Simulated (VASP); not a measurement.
# GaCo (P4/mmm) in VASP: further runs, part 2 of 2

VASP 6.6.1. Earlier steps stand in the parts before.

## (3) Single point, PBEsol

The input, INCAR:

```
ALGO = Normal
EDIFF = 1E-6
ENCUT = 520
GGA = PS
ISIF = 2
ISMEAR = 0
LASPH = True
LCHARG = True
LELF = True
LREAL = False
LVHAR = True
LWAVE = False
NBANDS = 18
NELM = 80
PREC = Accurate
SIGMA = 0.1
```

The input, KPOINTS:

```
k-points
0
Gamma
  12 12 12
```

The input, POSCAR:

```
GaCo
1.0
    2.8621655518      0.0000000000      0.0000000000
    0.0000000000      2.8621655518      0.0000000000
    0.0000000000      0.0000000000      2.8133480620
Ga Co
1 1
Direct
    0.0000000000      0.0000000000      0.0000000000
    0.5000000000      0.5000000000      0.5000000000
```

Potentials or basis: VASP PAW PBE potentials, release 64 (Ga_d, Co).

The run is started by

```console
> cat potpaw_PBE.64/Ga_d/POTCAR potpaw_PBE.64/Co/POTCAR > POTCAR
> mpirun -np 1 vasp_std > vasp.out
```

OUTCAR:

```text
EDIFF = 1E-6
   ENCUT = 520
   GGA = PS
   ISIF = 2
   ISMEAR = 0
   LASPH = True
   LREAL = False
   NELM = 80
   PREC = Accurate

 ion  position               nearest neighbor table
   1  0.000  0.000  0.000-   2 2.46   2 2.46   2 2.46   2 2.46   2 2.46   2 2.46   2 2.46   2 2.46

   2  0.500  0.500  0.500-   1 2.46   1 2.46   1 2.46   1 2.46   1 2.46   1 2.46   1 2.46   1 2.46

  LATTYP: Found a simple tetragonal cell.
 ALAT       =     2.8621655518
 C/A-ratio  =     0.9829438623

  Lattice vectors:

 A1 = (   2.8621655518,   0.0000000000,   0.0000000000)
 A2 = (   0.0000000000,   2.8621655518,   0.0000000000)
 A3 = (   0.0000000000,   0.0000000000,   2.8133480620)

Analysis of symmetry for initial positions (statically):
=====================================================================
 Subroutine PRICEL returns:
 Original cell was already a primitive cell.

 Routine SETGRP: Setting up the symmetry group for a
 simple tetragonal supercell.

 Subroutine GETGRP returns: Found 16 space group operations
 (whereof 16 operations were pure point group operations)
 out of a pool of 16 trial point group operations.

The static configuration has the point symmetry D_4h.

Analysis of symmetry for dynamics (positions and initial velocities):
=====================================================================
 Subroutine PRICEL returns:
 Original cell was already a primitive cell.

 Routine SETGRP: Setting up the symmetry group for a
 simple tetragonal supercell.

 Subroutine GETGRP returns: Found 16 space group operations
 (whereof 16 operations were pure point group operations)
 out of a pool of 16 trial point group operations.

The dynamic configuration has the point symmetry D_4h.

 Subroutine INISYM returns: Found 16 space group operations
 (whereof 16 operations are pure point group operations),
 and found     1 'primitive' translations

----------------------------------------------------------------------------------------

                                     Primitive cell

  volume of cell :      23.0469

  direct lattice vectors                    reciprocal lattice vectors
     2.862165552  0.000000000  0.000000000     0.349385800  0.000000000  0.000000000
     0.000000000  2.862165552  0.000000000     0.000000000  0.349385800  0.000000000
     0.000000000  0.000000000  2.813348062     0.000000000  0.000000000  0.355448376

  length of vectors
     2.862165552  2.862165552  2.813348062     0.349385800  0.349385800  0.355448376

  position of ions in fractional coordinates (direct lattice)
     0.000000000  0.000000000  0.000000000
     0.500000000  0.500000000  0.500000000

  ion indices of the primitive-cell ions
   primitive index   ion index
                 1           1
                 2           2

----------------------------------------------------------------------------------------

 KPOINTS: k-points

Automatic generation of k-mesh.
 Grid dimensions read from file:
 generate k-points for:   12   12   12

 Generating k-lattice:

  Cartesian coordinates                     Fractional coordinates (reciprocal lattice)
     0.029115483  0.000000000  0.000000000     0.083333333  0.000000000  0.000000000
     0.000000000  0.029115483  0.000000000     0.000000000  0.083333333  0.000000000
     0.000000000  0.000000000  0.029620698     0.000000000  0.000000000  0.083333333

  Length of vectors
     0.029115483  0.029115483  0.029620698

  Shift w.r.t. Gamma in fractional coordinates (k-lattice)
     0.000000000  0.000000000  0.000000000

 Subroutine IBZKPT returns following result:
 ===========================================

 Found    196 irreducible k-points:

 Following reciprocal coordinates:
            Coordinates               Weight
  0.000000  0.000000  0.000000      1.000000
  0.083333  0.000000  0.000000      4.000000
  0.166667  0.000000  0.000000      4.000000
  0.250000  0.000000  0.000000      4.000000
  0.333333  0.000000  0.000000      4.000000
  0.416667  0.000000  0.000000      4.000000
[... 16 lines left out ...]
  0.333333  0.333333  0.000000      4.000000
  0.416667  0.333333  0.000000      8.000000
 [... further k-points ...]
   k-points           NKPTS =    196   k-points in BZ     NKDIM =    196   number of bands    NBANDS=     18
   number of dos      NEDOS =    301   number of ions     NIONS =      2
   total plane-waves  NPLWV =  13824
   dimension x,y,z NGX =    24 NGY =   24 NGZ =   24
   dimension x,y,z NGXF=    48 NGYF=   48 NGZF=   48
   ions per type =               1   1
   NGX,Y,Z   is equivalent  to a cutoff of  13.94, 13.94, 14.18 a.u.
   NGXF,Y,Z  is equivalent  to a cutoff of  27.88, 27.88, 28.36 a.u.
 SYSTEM =  unknown system
   PREC   = accura    normal or accurate (medium, high low for compatibility)
   ISTART =      0    job   : 0-new  1-cont  2-samecut
   ICHARG =      2    charge: 1-file 2-atom 10-const
   ISPIN  =      1    spin polarized calculation?
   LNONCOLLINEAR =      F non collinear calculations
   LSORBIT =      F    spin-orbit coupling
   LASPH  =      T    aspherical Exc in radial PAW
   ENCUT  =  520.0 eV  38.22 Ry    6.18 a.u.   5.32  5.32  5.23*2*pi/ulx,y,z
   NELM   =     80;   NELMIN=  2; NELMDL= -5     # of ELM steps
   EDIFF  = 0.1E-05   stopping-criterion for ELM
   LREAL  =      F    real-space projection
   EDIFFG = 0.1E-04   stopping-criterion for IOM
   NSW    =      0    number of steps for IOM
   IBRION =     -1    ionic relax: 0-MD 1-quasi-New 2-CG
   NFREE  =      0    steps in history (QN), initial steepest desc. (CG)
   ISIF   =      2    stress and relaxation
   ISYM   =      2    0-nonsym 1-usesym 2-fastsym
   POTIM  = 0.5000    time-step for ionic-motion
   TEBEG  =    0.0;   TEEND  =   0.0 temperature during run
   PSTRESS=    0.0 pullay stress
   NELECT =      22.0000    total number of electrons
   NUPDOWN=      -1.0000    fix difference up-down
   EMIN   =  10.00;   EMAX   =-10.00  energy-range for DOS
   EFERMI =   0.00;   METHOD = LEGACY
   ISMEAR =     0;   SIGMA  =   0.10  broadening in eV -4-tet -1-fermi 0-gaus
   EFERMI_NEDOS =   21; number of points for ismear=-14 and -15
   IALGO  =     38    algorithm
   IMIX   =      4    mixing-type and parameters
     AMIX     =   0.40;   BMIX     =  1.00
     AMIX_MAG =   1.60;   BMIX_MAG =  1.00
  volume/ion in A,a.u.               =      11.52        77.76
  Fermi-wavevector in a.u.,A,eV,Ry     =   1.611925  3.046096 35.352032  2.598301
  Thomas-Fermi vector in A             =   2.707237
   LORBIT       =      0    0 simple, 1 ext, 2 COOP (PROOUT), +10 PAW based schemes
   GGA     = PS    functional components
   LHFCALC =     F    Hartree Fock is set to
   AEXX    =    0.0000 exact exchange contribution
   IVDW    =     0    specifies the selected vdW correction
   LEPSILON=     F    determine dielectric tensor
   LRPA    =     F    only Hartree local field effects (RPA)
 non-spin polarized calculation
 Gauss-broadening in eV      SIGMA  =   0.10
  energy-cutoff  :      520.00
  volume of cell :       23.05
 maximum number of plane-waves:       634
 NGX is ok and might be reduce to    24
   NGX = 11   NGY = 11   NGZ = 11

 number of electron      22.0000002 magnetization

 Free energy of the ion-electron system (eV)
  ---------------------------------------------------
  ext. energy  EPLUGINS =         0.00000000
  ---------------------------------------------------
  free energy    TOTEN  =       -11.77624408 eV

  energy without entropy =      -11.77003651  energy(sigma->0) =      -11.77314030

 E-fermi :  10.0757     XC(G=0): -13.5481

 val. band max:       10.0718369782   @ k =   0.5000   0.4167   0.1667
 cond. band min:      10.0778533384   @ k =   0.5000   0.2500   0.0000
 fundamental gap:      0.0060163601
 Fermi energy:        10.0756858970

 k-point     1 :       0.0000    0.0000    0.0000
  band No.  band energies     occupation
      1      -5.1013      2.00000
      2      -5.0797      2.00000
      3      -4.7120      2.00000
      4      -4.7031      2.00000
      5      -4.7031      2.00000
      6      -2.3093      2.00000
[... 10 lines left out ...]
     17      23.2123      0.00000
     18      33.0613      0.00000
[... 463 lines left out ...]
 k-point    24 :       0.4167    0.3333    0.0000
  band No.  band energies     occupation
      1      -4.9968      2.00000
      2      -4.9666      2.00000
      3      -4.8092      2.00000
      4      -4.7854      2.00000
      5      -4.6357      2.00000
      6       2.5366      2.00000
[... 10 lines left out ...]
     17      26.4082      0.00000
     18      26.5531      0.00000

 [... further k-points ...]

------------------------ aborting loop because EDIFF is reached ----------------------------------------

  FORCE on cell =-STRESS in cart. coord.  units (eV):
  Direction    XX          YY          ZZ          XY          YZ          ZX
  --------------------------------------------------------------------------------------
  -------------------------------------------------------------------------------------
  Total       -0.2249123     -0.2249123      0.0069656      0.0000000      0.0000000      0.0000000
  in kB      -15.6354663    -15.6354663      0.4842364      0.0000000      0.0000000      0.0000000
  external PRESSURE =     -10.2622321 kB  Pullay stress =       0.0000000 kB

 VOLUME and BASIS-vectors are now :
 -----------------------------------------------------------------------------
  energy-cutoff  :      520.00
  volume of cell :       23.05
      direct lattice vectors                 reciprocal lattice vectors
     2.862165552  0.000000000  0.000000000     0.349385800  0.000000000  0.000000000
     0.000000000  2.862165552  0.000000000     0.000000000  0.349385800  0.000000000
     0.000000000  0.000000000  2.813348062     0.000000000  0.000000000  0.355448376

 POSITION                                       TOTAL-FORCE (eV/Angst)
 -----------------------------------------------------------------------------------
      0.00000      0.00000      0.00000         0.000000      0.000000      0.000000
      1.43108      1.43108      1.40667         0.000000      0.000000      0.000000
 -----------------------------------------------------------------------------------
    total drift:                                0.000000      0.000000     -0.000000

  FREE ENERGIE OF THE ION-ELECTRON SYSTEM (eV)
  ---------------------------------------------------
  free  energy   TOTEN  =       -11.7762440776 eV

  energy  without entropy=      -11.7700365144  energy(sigma->0) =      -11.77314030
```

stdout:

```text
POSCAR found type information on POSCAR GaCo
 POSCAR found :  2 types and       2 ions
 scaLAPACK will be used
 -----------------------------------------------------------------------------
|                                                                             |
|                                                                             |
|     You enforced a specific xc type in the INCAR file but a different       |
|     I HOPE YOU KNOW WHAT YOU ARE DOING!                                     |
|                                                                             |
 -----------------------------------------------------------------------------

 LDA part: xc-table for (Slater+PW92), standard interpolation
 POSCAR, INCAR and KPOINTS ok, starting setup
 FFT: planning ... GRIDC
 FFT: planning ... GRID_SOFT
 FFT: planning ... GRID
 WAVECAR not read
 entering main loop
```

It took 2 min on 1 thread of AMD EPYC, shared host; peak memory 0.17 GiB.

Results:

| Quantity | Value |
| --- | --- |
| Free energy | -11.7762 eV |
| Pressure | -1.0 GPa |
| Band gap on the k mesh | zero (bands 11 and 12 overlap by 1.88 eV) |

Caveat: the PAW data sets were made with another functional, which shifts forces and pressure a little; the run has no spin polarisation, though such a crystal can be magnetic. Spin polarisation is off, so any magnetic state and its effect on volume and gap are missing.
